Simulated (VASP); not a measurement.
# Te2Mo in VASP: single point with LDA

Aim: the single point of Te2Mo with LDA.

Program: VASP 6.6.1. These are calculated values, not measurements. Logs are shortened: lines on timing, memory, paths and dates and some standing lists are left out, and cuts for length are marked.

## (1) The cell of the first run

The cell holds a slab with vacuum, 9 atoms: a = 3.471 Å, b = 3.471 Å, c = 30.207 Å, α = 90.00°, β = 90.00°, γ = 120.00°.

## (2) Single point, LDA (atoms displaced along a vibrational mode)

Input file INCAR:

```
SYSTEM = Te2Mo
PREC     = Accurate       ! precision mode
ENCUT    = 520            ! plane-wave cutoff, eV
EDIFF    = 1E-6           ! SCF threshold, eV
ISMEAR   = 0              ! smearing method
SIGMA    = 0.05           ! smearing width, eV
LREAL    = .FALSE.        ! projectors in reciprocal space
LASPH    = .TRUE.         ! aspherical terms in the spheres
NELM     = 100            ! most SCF steps
ALGO     = Normal         ! electronic algorithm
ISIF     = 2              ! what is computed and relaxed
LWAVE    = .FALSE.        ! write WAVECAR
LCHARG   = .FALSE.        ! write CHGCAR
NBANDS   = 49             ! bands
KPAR     = 4
```

Input file KPOINTS:

```
regular mesh
0
G
  12 12 1
  0 0 0
```

Input file POSCAR:

```
Te2Mo
1.0
    3.4709964735      0.0000000000      0.0000000000
   -1.7354982368      3.0059711225      0.0000000000
    0.0000000000      0.0000000000     30.2065362563
Te Mo
6 3
Direct
    0.1008355965      0.0000000000      0.9405159683
    0.2807171962      0.6666666667      0.7128929968
    0.2851182540      0.6666666667      0.1682534351
    0.2851182540      0.6666666667      0.8317465649
    0.2807171962      0.6666666667      0.2871070032
    0.1008355965      0.0000000000      0.0594840317
   -0.0500235304      0.0000000000      0.7722229666
   -0.0500235304      0.0000000000      0.2277770334
    0.4333687443      0.6666666667      0.0000000000
```

Potentials or basis: VASP PAW LDA potentials, release 64 (Te, Mo_sv).

Run with:

```bash
$ cat potpaw_LDA.64/Te/POTCAR potpaw_LDA.64/Mo_sv/POTCAR > POTCAR
$ mpirun -np 4 vasp_std > vasp.out
```

OUTCAR:

```text
SYSTEM = Te2Mo
   PREC = Accurate
   ENCUT = 520
   EDIFF = 1E-6
   ISMEAR = 0
   LREAL = .FALSE.
   LASPH = .TRUE.
   NELM = 100
   ISIF = 2

 ion  position               nearest neighbor table
   1  0.101  0.000  0.941-   9 2.69   9 2.69   9 2.69   6 3.59   4 3.64
   2  0.281  0.667  0.713-   7 2.68   7 2.69   7 2.69   4 3.59
   3  0.285  0.667  0.168-   8 2.69   8 2.69   8 2.70   5 3.59   6 3.64
   4  0.285  0.667  0.832-   7 2.69   7 2.69   7 2.70   2 3.59   1 3.64
   5  0.281  0.667  0.287-   8 2.68   8 2.69   8 2.69   3 3.59
   6  0.101  0.000  0.059-   9 2.69   9 2.69   9 2.69   1 3.59   3 3.64
   7  0.950  0.000  0.772-   2 2.68   4 2.69   2 2.69   4 2.69   2 2.69   4 2.70
   8  0.950  0.000  0.228-   5 2.68   3 2.69   5 2.69   3 2.69   5 2.69   3 2.70
   9  0.433  0.667  0.000-   1 2.69   6 2.69   1 2.69   6 2.69   1 2.69   6 2.69

  LATTYP: Found a hexagonal cell.
 ALAT       =     3.4709964735
 C/A-ratio  =     8.7025545796

  Lattice vectors:

 A1 = (   3.4709964735,   0.0000000000,   0.0000000000)
 A2 = (  -1.7354982368,   3.0059711225,   0.0000000000)
 A3 = (   0.0000000000,   0.0000000000,  30.2065362563)

Analysis of symmetry for initial positions (statically):
=====================================================================
 Subroutine PRICEL returns:
 Original cell was already a primitive cell.

 Routine SETGRP: Setting up the symmetry group for a
 hexagonal supercell.

 Subroutine GETGRP returns: Found  2 space group operations
 (whereof  2 operations were pure point group operations)
 out of a pool of 24 trial point group operations.

The static configuration has the point symmetry C_1h.

Analysis of symmetry for dynamics (positions and initial velocities):
=====================================================================
 Subroutine PRICEL returns:
 Original cell was already a primitive cell.

 Routine SETGRP: Setting up the symmetry group for a
 hexagonal supercell.

 Subroutine GETGRP returns: Found  2 space group operations
 (whereof  2 operations were pure point group operations)
 out of a pool of 24 trial point group operations.

The dynamic configuration has the point symmetry C_1h.

 Subroutine INISYM returns: Found  2 space group operations
 (whereof  2 operations are pure point group operations),
 and found     1 'primitive' translations

----------------------------------------------------------------------------------------

                                     Primitive cell

  volume of cell :     315.1664

  direct lattice vectors                    reciprocal lattice vectors
     3.470996474  0.000000000  0.000000000     0.288101704  0.166335597  0.000000000
    -1.735498237  3.005971123  0.000000000     0.000000000  0.332671193  0.000000000
     0.000000000  0.000000000 30.206536256     0.000000000  0.000000000  0.033105418

  length of vectors
     3.470996474  3.470996474 30.206536256     0.332671193  0.332671193  0.033105418

  position of ions in fractional coordinates (direct lattice)
     0.100835596  0.000000000  0.940515968
     0.280717196  0.666666667  0.712892997
     0.285118254  0.666666667  0.168253435
     0.285118254  0.666666667  0.831746565
     0.280717196  0.666666667  0.287107003
     0.100835596  0.000000000  0.059484032
     0.949976470  0.000000000  0.772222967
     0.949976470  0.000000000  0.227777033
     0.433368744  0.666666667  0.000000000

  ion indices of the primitive-cell ions
   primitive index   ion index
                 1           1
                 2           2
                 3           3
                 4           4
                 5           5
                 6           6
                 7           7
                 8           8
                 9           9

----------------------------------------------------------------------------------------

 KPOINTS: regular mesh

Automatic generation of k-mesh.
 Grid dimensions read from file:
 generate k-points for:   12   12    1

 Generating k-lattice:

  Cartesian coordinates                     Fractional coordinates (reciprocal lattice)
     0.024008475  0.013861300  0.000000000     0.083333333  0.000000000  0.000000000
     0.000000000  0.027722599  0.000000000     0.000000000  0.083333333  0.000000000
     0.000000000  0.000000000  0.033105418     0.000000000  0.000000000  1.000000000

  Length of vectors
     0.027722599  0.027722599  0.033105418

  Shift w.r.t. Gamma in fractional coordinates (k-lattice)
     0.000000000  0.000000000  0.000000000

 Subroutine IBZKPT returns following result:
 ===========================================

 Found     74 irreducible k-points:

 Following reciprocal coordinates:
            Coordinates               Weight
  0.000000  0.000000  0.000000      1.000000
  0.083333  0.000000  0.000000      2.000000
  0.000000  0.083333  0.000000      2.000000
 -0.083333  0.083333  0.000000      2.000000
  0.166667 -0.000000  0.000000      2.000000
  0.000000  0.166667  0.000000      2.000000
[... 16 lines left out ...]
  0.166667  0.083333  0.000000      2.000000
 -0.083333  0.250000  0.000000      2.000000
 [... further k-points ...]
   k-points           NKPTS =     74   k-points in BZ     NKDIM =     74   number of bands    NBANDS=     49
   number of dos      NEDOS =    301   number of ions     NIONS =      9
   total plane-waves  NPLWV = 188160
   dimension x,y,z NGX =    28 NGY =   28 NGZ =  240
   dimension x,y,z NGXF=    56 NGYF=   56 NGZF=  480
   ions per type =               6   3
   NGX,Y,Z   is equivalent  to a cutoff of  13.41, 13.41, 13.21 a.u.
   NGXF,Y,Z  is equivalent  to a cutoff of  26.82, 26.82, 26.42 a.u.
 SYSTEM =  Te2Mo
   PREC   = accura    normal or accurate (medium, high low for compatibility)
   ISTART =      0    job   : 0-new  1-cont  2-samecut
   ICHARG =      2    charge: 1-file 2-atom 10-const
   ISPIN  =      1    spin polarized calculation?
   LNONCOLLINEAR =      F non collinear calculations
   LSORBIT =      F    spin-orbit coupling
   LASPH  =      T    aspherical Exc in radial PAW
   ENCUT  =  520.0 eV  38.22 Ry    6.18 a.u.   6.45  6.45 56.16*2*pi/ulx,y,z
   NELM   =    100;   NELMIN=  2; NELMDL= -5     # of ELM steps
   EDIFF  = 0.1E-05   stopping-criterion for ELM
   LREAL  =      F    real-space projection
   EDIFFG = 0.1E-04   stopping-criterion for IOM
   NSW    =      0    number of steps for IOM
   IBRION =     -1    ionic relax: 0-MD 1-quasi-New 2-CG
   NFREE  =      0    steps in history (QN), initial steepest desc. (CG)
   ISIF   =      2    stress and relaxation
   ISYM   =      2    0-nonsym 1-usesym 2-fastsym
   POTIM  = 0.5000    time-step for ionic-motion
   TEBEG  =    0.0;   TEEND  =   0.0 temperature during run
   PSTRESS=    0.0 pullay stress
   NELECT =      78.0000    total number of electrons
   NUPDOWN=      -1.0000    fix difference up-down
   EMIN   =  10.00;   EMAX   =-10.00  energy-range for DOS
   EFERMI =   0.00;   METHOD = LEGACY
   ISMEAR =     0;   SIGMA  =   0.05  broadening in eV -4-tet -1-fermi 0-gaus
   EFERMI_NEDOS =   21; number of points for ismear=-14 and -15
   IALGO  =     38    algorithm
   IMIX   =      4    mixing-type and parameters
     AMIX     =   0.40;   BMIX     =  1.00
     AMIX_MAG =   1.60;   BMIX_MAG =  1.00
  volume/ion in A,a.u.               =      35.02       236.32
  Fermi-wavevector in a.u.,A,eV,Ry     =   1.027842  1.942340 14.374002  1.056459
  Thomas-Fermi vector in A             =   2.161808
   LORBIT       =      0    0 simple, 1 ext, 2 COOP (PROOUT), +10 PAW based schemes
   GGA     = CA    functional components
   LHFCALC =     F    Hartree Fock is set to
   AEXX    =    0.0000 exact exchange contribution
   IVDW    =     0    specifies the selected vdW correction
   LEPSILON=     F    determine dielectric tensor
   LRPA    =     F    only Hartree local field effects (RPA)
 non-spin polarized calculation
 Gauss-broadening in eV      SIGMA  =   0.05
  energy-cutoff  :      520.00
  volume of cell :      315.17
 maximum number of plane-waves:      8573
 NGX is ok and might be reduce to    28
   NGX = 13   NGY = 13   NGZ =113

 number of electron      78.0000002 magnetization

 Free energy of the ion-electron system (eV)
  ---------------------------------------------------
  ext. energy  EPLUGINS =         0.00000000
  ---------------------------------------------------
  free energy    TOTEN  =       -61.66835344 eV

  energy without entropy =      -61.66835344  energy(sigma->0) =      -61.66835344

 E-fermi :   4.5856     XC(G=0):  -7.8103

 val. band max:        4.2977104115   @ k =   0.0000   0.0000   0.0000
 cond. band min:       5.0845332569   @ k =   0.2500   0.1667   0.0000
 fundamental gap:      0.7868228454
 Fermi energy:         4.5855610023

 k-point     1 :       0.0000    0.0000    0.0000
  band No.  band energies     occupation
      1     -56.1362      2.00000
      2     -56.1301      2.00000
      3     -56.1300      2.00000
      4     -30.5284      2.00000
      5     -30.5236      2.00000
      6     -30.5236      2.00000
[... 41 lines left out ...]
     48       7.7480      0.00000
     49       7.7635      0.00000

 k-point     2 :       0.0833    0.0000    0.0000
  band No.  band energies     occupation
      1     -56.1353      2.00000
      2     -56.1292      2.00000
      3     -56.1292      2.00000
      4     -30.5260      2.00000
      5     -30.5212      2.00000
      6     -30.5212      2.00000
[... 41 lines left out ...]
     48       7.5488      0.00000
     49       7.5931      0.00000

 k-point     3 :       0.0000    0.0833    0.0000
  band No.  band energies     occupation
      1     -56.1353      2.00000
      2     -56.1292      2.00000
      3     -56.1292      2.00000
      4     -30.5260      2.00000
      5     -30.5212      2.00000
      6     -30.5212      2.00000
[... 41 lines left out ...]
     48       7.5425      0.00000
     49       7.5474      0.00000

 k-point     4 :      -0.0833    0.0833    0.0000
  band No.  band energies     occupation
      1     -56.1353      2.00000
      2     -56.1292      2.00000
      3     -56.1292      2.00000
      4     -30.5260      2.00000
      5     -30.5212      2.00000
      6     -30.5212      2.00000
[... 977 lines left out ...]
     48       7.1485      0.00000
     49       7.5927      0.00000

 k-point    23 :       0.1667    0.0833    0.0000
  band No.  band energies     occupation
      1     -56.1311      2.00000
      2     -56.1250      2.00000
      3     -56.1250      2.00000
      4     -30.5139      2.00000
      5     -30.5091      2.00000
      6     -30.5091      2.00000
[... 41 lines left out ...]
     48       6.6724      0.00000
     49       7.6137      0.00000

 k-point    24 :      -0.0833    0.2500    0.0000
  band No.  band energies     occupation
      1     -56.1311      2.00000
      2     -56.1250      2.00000
      3     -56.1250      2.00000
      4     -30.5138      2.00000
      5     -30.5090      2.00000
      6     -30.5090      2.00000
[... 41 lines left out ...]
     48       6.6370      0.00000
     49       7.6313      0.00000

 [... further k-points ...]

------------------------ aborting loop because EDIFF is reached ----------------------------------------

  FORCE on cell =-STRESS in cart. coord.  units (eV):
  Direction    XX          YY          ZZ          XY          YZ          ZX
  --------------------------------------------------------------------------------------
  -------------------------------------------------------------------------------------
  Total        0.3552269      0.5105147      1.1248974     -0.1458911      0.0000000      0.0000000
  in kB        1.8058286      2.5952484      5.7185195     -0.7416508      0.0000000      0.0000000
  external PRESSURE =       3.3731988 kB  Pullay stress =       0.0000000 kB

 VOLUME and BASIS-vectors are now :
 -----------------------------------------------------------------------------
  energy-cutoff  :      520.00
  volume of cell :      315.17
      direct lattice vectors                 reciprocal lattice vectors
     3.470996474  0.000000000  0.000000000     0.288101704  0.166335597  0.000000000
    -1.735498237  3.005971123  0.000000000     0.000000000  0.332671193  0.000000000
     0.000000000  0.000000000 30.206536256     0.000000000  0.000000000  0.033105418

 POSITION                                       TOTAL-FORCE (eV/Angst)
 -----------------------------------------------------------------------------------
      0.35000      0.00000     28.40973        -0.093974      0.031857      0.012322
     -0.18263      2.00398     21.53403         0.053495     -0.000453     -0.059663
     -0.16735      2.00398      5.08235         0.040657     -0.032206      0.015040
     -0.16735      2.00398     25.12418         0.040657     -0.032206     -0.015040
     -0.18263      2.00398      8.67251         0.053495     -0.000453      0.059663
      0.35000      0.00000      1.79681        -0.093974      0.031857     -0.012322
      3.29736      0.00000     23.32618         0.031521     -0.008613     -0.002768
      3.29736      0.00000      6.88036         0.031521     -0.008613      0.002768
      0.34722      2.00398      0.00000        -0.063398      0.018831     -0.000000
 -----------------------------------------------------------------------------------
    total drift:                               -0.000546     -0.000104     -0.000000

  FREE ENERGIE OF THE ION-ELECTRON SYSTEM (eV)
  ---------------------------------------------------
  free  energy   TOTEN  =       -61.6683534388 eV

  energy  without entropy=      -61.6683534388  energy(sigma->0) =      -61.66835344
```

Wall time 15 min (4 MPI ranks of Intel Xeon Platinum 8488C (Sapphire Rapids), shared host); peak memory 0.97 GiB.

What came out:

```yaml
Free_energy: -61.6684 eV
Largest_force: 0.100 eV/Å
Band_gap_on_the_k_mesh: 0.79 eV (least direct gap 1.15 eV)
```

Forces on the atoms (eV/Å):
```
Te  -0.094  0.032  0.012
Te   0.053  0.000 -0.060
Te   0.041 -0.032  0.015
Te   0.041 -0.032 -0.015
Te   0.053  0.000  0.060
Te  -0.094  0.032 -0.012
Mo   0.032 -0.009 -0.003
Mo   0.032 -0.009  0.003
Mo  -0.063  0.019  0.000
```

Caveat: the cell differs from its parent crystal (atoms displaced along a vibrational mode); there is no dipole correction, which matters where the two faces differ; spin-orbit coupling is left out, which moves the levels of the heavy elements.
